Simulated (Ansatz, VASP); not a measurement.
**Sb in VASP and in Ansatz**

POSCAR

```
Sb
1.0
    3.1600000000      0.0000000000      0.0000000000
    0.0000000000      3.1600000000      0.0000000000
    0.0000000000      0.0000000000      3.1600000000
Sb
1
Direct
    0.0000000000      0.0000000000      0.0000000000
```

File INCAR.step1:

```
SYSTEM = Sb
ALGO     = Normal         ! electronic algorithm
EDIFF    = 1E-5           ! SCF threshold, eV
ENCUT    = 520            ! plane-wave cutoff, eV
GGA      = PE             ! functional
ISIF     = 2              ! what is computed and relaxed
ISMEAR   = -1             ! smearing method
LASPH    = .True.         ! aspherical terms in the spheres
LCHARG   = .False.        ! write CHGCAR
LREAL    = .False.        ! projectors in reciprocal space
LWAVE    = .True.         ! write WAVECAR
NBANDS   = 8              ! bands
NELM     = 100            ! most SCF steps
PREC     = Accurate       ! precision mode
SIGMA    = 0.05           ! smearing width, eV
```

Contents of INCAR.step2:

```
SYSTEM = Sb
AEXX     = 0.15           ! exact-exchange fraction
ALGO     = Normal         ! electronic algorithm
EDIFF    = 1E-7           ! SCF threshold, eV
ENCUT    = 520            ! plane-wave cutoff, eV
GGA      = PE             ! functional
HFSCREEN = 0.2            ! screening, 1/A
ISIF     = 2              ! what is computed and relaxed
ISMEAR   = -1             ! smearing method
ISTART   = 1            
LASPH    = .True.         ! aspherical terms in the spheres
LCHARG   = .False.        ! write CHGCAR
LHFCALC  = .True.         ! exact exchange
LREAL    = .False.        ! projectors in reciprocal space
LWAVE    = .False.        ! write WAVECAR
NBANDS   = 8              ! bands
NELM     = 100            ! most SCF steps
PREC     = Accurate       ! precision mode
PRECFOCK = Normal       
SIGMA    = 0.05           ! smearing width, eV
```

Contents of KPOINTS:

```
k-points
0
Gamma
  4 4 4
  0 0 0
```

File input.yaml:

```yaml
crystal:
  lattice:
    - [3.16, 0.0, 0.0]
    - [0.0, 3.16, 0.0]
    - [0.0, 0.0, 3.16]
  atoms:
    - { symbol: Sb, position: [0.0, 0.0, 0.0] }
hamiltonian:
  xc: { exchange: pbe, correlation: pbe, exx: { coeff: 0.15, omega: 0.2 } }
  pseudopotentials: { kind: paw }
kpoints:
  mp_grid: { grid: [4, 4, 4] }
scf:
  occupations: { method: fermi_dirac, width: 0.05 }
output:
  forces: true
  stress: true
  eigenvalues: true
```

Alike in both runs: task single point; functional PBE-based screened hybrid; k mesh 4 × 4 × 4; occupations fermi-dirac, width 0.05 eV; no spin polarisation.

|  | VASP | Ansatz |
| --- | --- | --- |
| version | VASP 6.6.1 | Ansatz 0.2.0 |
| potentials or method | VASP PAW PBE potentials, release 64 (Sb) | Ansatz PAW |
| plane-wave cutoff (eV) | 520 | 420 |
| valence electrons in the cell | 5 | 15 |

Ansatz gave:

| Quantity | Value |
| --- | --- |
| gap on the k mesh at the Fermi level (eV) | none |
| pressure (GPa) | -4.5 |

Problem. Estimate VASP's values.

Solution. gap on the k mesh at the Fermi level (eV): none; pressure (GPa): -4.9.

VASP's potentials were made for PBE, not for PBE-based screened hybrid. A gap of «none» marks a metal or a gap that the smearing closes. VASP's potentials hold 5 valence electrons a cell and Ansatz's 15, so a difference there can come from the potentials and not from the codes.

The k mesh is coarse, so the values compare programs but aren't converged. Spin-orbit coupling is off throughout.
